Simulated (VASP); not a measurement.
# In (I4/mmm) in VASP: elastic constants with SVWN5

Aim: the elastic constants of In with SVWN5.

Program: VASP 6.6.1. These are calculated values, not measurements. Logs are shortened: lines on timing, memory, paths and dates and some standing lists are left out, and cuts for length are marked.

### Step 1. The cell of the first run

The structure is tetragonal, space group I4/mmm (No. 139). The conventional cell has a = 3.251 Å, b = 3.251 Å, c = 4.947 Å, α = 90.00°, β = 90.00°, γ = 90.00°. Within 4.3 Å of In (site symmetry 4/mmm) lie 12 In at 3.25 to 3.38 Å.

### Step 2. Elastic constants, SVWN5

INCAR

```
PREC = Accurate
ENCUT = 600
EDIFF = 1E-8
ISMEAR = -1
SIGMA = 0.05
LREAL = False
LASPH = True
NELM = 60
ALGO = Normal
ISIF = 3
LWAVE = False
LCHARG = False
GGA = VW
IBRION = 6
NFREE = 2
POTIM = 0.015
NSW = 1
```

KPOINTS

```
Automatic mesh
0
Gamma
  8 8 8
```

POSCAR

```
In
1.0
    3.3769064440      0.0000000000      0.0000000000
    0.2472340475      3.3678438885      0.0000000000
   -1.8120702458     -1.6839219442      2.2987617192
In
1
Direct
    0.0000000000      0.0000000000      0.0000000000
```

Potentials or basis: VASP PAW PBE potentials, release 64 (In_d).

Started as:

```sh
$ cat potpaw_PBE.64/In_d/POTCAR > POTCAR
$ mpirun -np 1 vasp_std > vasp.out
```

OUTCAR:

```text
PREC = Accurate
   ENCUT = 600
   EDIFF = 1E-8
   ISMEAR = -1
   LREAL = False
   LASPH = True
   NELM = 60
   ISIF = 3
   GGA = VW
   IBRION = 6
   NFREE = 2
   POTIM = 0.015
   NSW = 1

 ion  position               nearest neighbor table
   1  0.000  0.000  0.000-

  LATTYP: Found a body centered tetragonal cell.
 ALAT       =     3.2509400000
 C/A-ratio  =     1.5218367610

  Lattice vectors:

 A1 = (   3.3769064440,   0.0000000000,   0.0000000000)
 A2 = (   0.2472340475,   3.3678438885,   0.0000000000)
 A3 = (  -1.8120702458,  -1.6839219442,   2.2987617192)

Analysis of symmetry for initial positions (statically):
=====================================================================
 Subroutine PRICEL returns:
 Original cell was already a primitive cell.

 Routine SETGRP: Setting up the symmetry group for a
 body centered tetragonal supercell.

 Subroutine GETGRP returns: Found 16 space group operations
 (whereof 16 operations were pure point group operations)
 out of a pool of 16 trial point group operations.

The static configuration has the point symmetry D_4h.

Analysis of symmetry for dynamics (positions and initial velocities):
=====================================================================
 Subroutine PRICEL returns:
 Original cell was already a primitive cell.

 Routine SETGRP: Setting up the symmetry group for a
 body centered tetragonal supercell.

 Subroutine GETGRP returns: Found 16 space group operations
 (whereof 16 operations were pure point group operations)
 out of a pool of 16 trial point group operations.

The dynamic configuration has the point symmetry D_4h.

 Subroutine INISYM returns: Found 16 space group operations
 (whereof 16 operations are pure point group operations),
 and found     1 'primitive' translations

----------------------------------------------------------------------------------------

                                     Primitive cell

  volume of cell :      26.1436

  direct lattice vectors                    reciprocal lattice vectors
     3.376906444  0.000000000  0.000000000     0.296129021 -0.021738887  0.217508407
     0.247234047  3.367843888  0.000000000     0.000000000  0.296925877  0.217508407
    -1.812070246 -1.683921944  2.298761719     0.000000000  0.000000000  0.435016814

  length of vectors
     3.376906444  3.376906444  3.376906444     0.368069129  0.368069129  0.435016814

  position of ions in fractional coordinates (direct lattice)
     0.000000000  0.000000000  0.000000000

  ion indices of the primitive-cell ions
   primitive index   ion index
                 1           1

----------------------------------------------------------------------------------------

 KPOINTS: Automatic mesh

Automatic generation of k-mesh.
 Grid dimensions read from file:
 generate k-points for:    8    8    8

 Generating k-lattice:

  Cartesian coordinates                     Fractional coordinates (reciprocal lattice)
     0.037016128 -0.002717361  0.027188551     0.125000000  0.000000000  0.000000000
     0.000000000  0.037115735  0.027188551     0.000000000  0.125000000  0.000000000
     0.000000000  0.000000000  0.054377102     0.000000000  0.000000000  0.125000000
[... 96 lines left out ...]

 number of electron      13.0000006 magnetization

 Free energy of the ion-electron system (eV)
  ---------------------------------------------------
  ext. energy  EPLUGINS =         0.00000000
  ---------------------------------------------------
  free energy    TOTEN  =        -3.17351187 eV

  energy without entropy =       -3.16927675  energy(sigma->0) =       -3.17139431

------------------------ aborting loop because EDIFF is reached ----------------------------------------

  FORCE on cell =-STRESS in cart. coord.  units (eV):
  Direction    XX          YY          ZZ          XY          YZ          ZX
  --------------------------------------------------------------------------------------
  -------------------------------------------------------------------------------------
  Total       -0.3121081     -0.3570033     -0.6411616      0.3057830     -0.0000000      0.0000000
  in kB      -19.1271702    -21.8785170    -39.2928134     18.7395434     -0.0000000      0.0000000
  external PRESSURE =     -26.7661669 kB  Pullay stress =       0.0000000 kB
[... 86 lines left out ...]
  FREE ENERGIE OF THE ION-ELECTRON SYSTEM (eV)
  ---------------------------------------------------
  free  energy   TOTEN  =        -3.1771428746 eV

  energy  without entropy=       -3.1724349097  energy(sigma->0) =       -3.17478889

[... ionic steps 4 to 12 ...]

--------------------------------------- Ionic step       13  -------------------------------------------

 number of electron      13.0000005 magnetization

------------------------ aborting loop because EDIFF is reached ----------------------------------------
[... 65 lines left out ...]
--------------------------------------- Ionic step       15  -------------------------------------------

 number of electron      13.0000003 magnetization

 Free energy of the ion-electron system (eV)
  ---------------------------------------------------
  ext. energy  EPLUGINS =         0.00000000
  ---------------------------------------------------
  free energy    TOTEN  =        -3.17350878 eV

  energy without entropy =       -3.16927367  energy(sigma->0) =       -3.17139122

 E-fermi :   7.2106     XC(G=0): -10.5213

 val. band max:        7.1387237525   @ k =  -0.3750   0.3750   0.3750
 cond. band min:       7.2439887399   @ k =  -0.3750   0.3750   0.2500
 fundamental gap:      0.1052649874
 Fermi energy:         7.2105600807

 k-point     1 :       0.0000    0.0000    0.0000
  band No.  band energies     occupation
      1      -7.4347      2.00000
      2      -7.3259      2.00000
      3      -7.3259      2.00000
      4      -7.2421      2.00000
      5      -7.1376      2.00000
      6      -2.4245      2.00000
      7      17.5768      0.00000
      8      17.5768      0.00000
      9      17.7340      0.00000
     10      18.8900      0.00000
[... 287 lines left out ...]
 k-point    24 :       0.3750    0.1250    0.1250
  band No.  band energies     occupation
      1      -7.3755      2.00000
      2      -7.3613      2.00000
      3      -7.2232      2.00000
      4      -7.1779      2.00000
      5      -7.0156      2.00000
      6       3.5943      2.00000
      7       4.8825      2.00000
      8      11.3330      0.00000
      9      12.4651      0.00000
     10      16.9377      0.00000

 [... further k-points ...]

------------------------ aborting loop because EDIFF is reached ----------------------------------------

  FORCE on cell =-STRESS in cart. coord.  units (eV):
  Direction    XX          YY          ZZ          XY          YZ          ZX
  --------------------------------------------------------------------------------------
  -------------------------------------------------------------------------------------
  Total       -0.3103579     -0.3552458     -0.6393584      0.3057338     -0.0000000      0.0000000
  in kB      -19.0199083    -21.7708123    -39.1823068     18.7365283     -0.0000000      0.0000000
  external PRESSURE =     -26.6576758 kB  Pullay stress =       0.0000000 kB
[... 16 lines left out ...]
  FREE ENERGIE OF THE ION-ELECTRON SYSTEM (eV)
  ---------------------------------------------------
  free  energy   TOTEN  =        -3.1735087766 eV

  energy  without entropy=       -3.1692736699  energy(sigma->0) =       -3.17139122

 INTERNAL STRAIN TENSORS FROM STRAINED CELLS
 ============================================

 INTERNAL STRAIN TENSOR FOR ION    1 for displacements in x,y,z  (eV/Angst):
          X           Y           Z          XY          YZ          ZX
  --------------------------------------------------------------------------------
  x     0.00000    -0.00000     0.00000     0.00000    -0.00000    -0.00000
  y     0.00000     0.00000    -0.00000    -0.00000     0.00000     0.00000
  z     0.00000     0.00000     0.00000     0.00000     0.00000     0.00000

 INTERNAL STRAIN TENSORS FROM DISPLACED ATOMS
 ============================================

 INTERNAL STRAIN TENSOR FOR ION    1 for displacements in x,y,z  (eV/Angst):
          X           Y           Z          XY          YZ          ZX
  --------------------------------------------------------------------------------
  x     0.00000     0.00000     0.00000     0.00000     0.00000     0.00000
  y     0.00000     0.00000     0.00000     0.00000     0.00000     0.00000
  z     0.00000     0.00000     0.00000     0.00000     0.00000     0.00000

 Eigenvectors and eigenvalues of the dynamical matrix
 ----------------------------------------------------

   1 f  =    0.000000 THz     0.000000 2PiTHz    0.000000 cm-1     0.000000 meV
             X         Y         Z           dx          dy          dz
      0.000000  0.000000  0.000000    -0.496539    0.534327    0.684064

   2 f  =    0.000000 THz     0.000000 2PiTHz    0.000000 cm-1     0.000000 meV
             X         Y         Z           dx          dy          dz
      0.000000  0.000000  0.000000    -0.465663    0.501101   -0.729422

   3 f  =    0.000000 THz     0.000000 2PiTHz    0.000000 cm-1     0.000000 meV
             X         Y         Z           dx          dy          dz
      0.000000  0.000000  0.000000     0.732534    0.680730    0.000000

--------------------------------------------------------------------------------------------------------

 ELASTIC MODULI CONTR FROM IONIC RELAXATION (kBar)
 Direction    XX          YY          ZZ          XY          YZ          ZX
 --------------------------------------------------------------------------------
 XX           0.0000      0.0000      0.0000      0.0000      0.0000      0.0000
 YY           0.0000      0.0000      0.0000      0.0000      0.0000      0.0000
 ZZ           0.0000      0.0000      0.0000      0.0000      0.0000      0.0000
 XY           0.0000      0.0000      0.0000      0.0000      0.0000      0.0000
 YZ           0.0000      0.0000      0.0000      0.0000      0.0000      0.0000
 ZX           0.0000      0.0000      0.0000      0.0000      0.0000      0.0000
 --------------------------------------------------------------------------------

 TOTAL ELASTIC MODULI (kBar)
 Direction    XX          YY          ZZ          XY          YZ          ZX
 --------------------------------------------------------------------------------
 XX         578.0239    157.9637    427.3439     99.8501      0.0000     -0.0000
 YY         157.9637    543.4181    431.1629    135.8516      0.0000     -0.0000
 ZZ         427.3439    431.1629     79.1768    -26.0115      0.0000     -0.0000
 XY          99.8501    135.8516    -26.0115    -42.5082     -0.0000      0.0000
 YZ           0.0000      0.0000      0.0000     -0.0000    228.1924    -23.6895
 ZX          -0.0000     -0.0000     -0.0000      0.0000    -23.6895    224.7143
 --------------------------------------------------------------------------------
```

Wall time 5 min (1 thread of AMD EPYC 9R45 (Zen 5), shared host); peak memory 0.29 GiB.

What came out:

```yaml
Voigt_bulk_modulus: 36 GPa
```

Elastic tensor in Voigt notation (GPa, in the Cartesian axes of the cell as first typed):
```
58 16 43  0  0 10
16 54 43  0  0 14
43 43  8  0  0 -3
 0  0  0 23 -2  0
 0  0  0 -2 22  0
10 14 -3  0  0 -4
```

Clamped-ion elastic tensor (GPa):
```
58 16 43  0  0 10
16 54 43  0  0 14
43 43  8  0  0 -3
 0  0  0 23 -2  0
 0  0  0 -2 22  0
10 14 -3  0  0 -4
```

Caveat: the cell is under stress, which shifts elastic constants; the elastic tensor has a negative eigenvalue, so either the cell is unstable as it stands or the mesh is too thin; the PAW data sets were made with another functional, which shifts forces and pressure a little; spin-orbit coupling is left out, which moves the levels of the heavy elements.
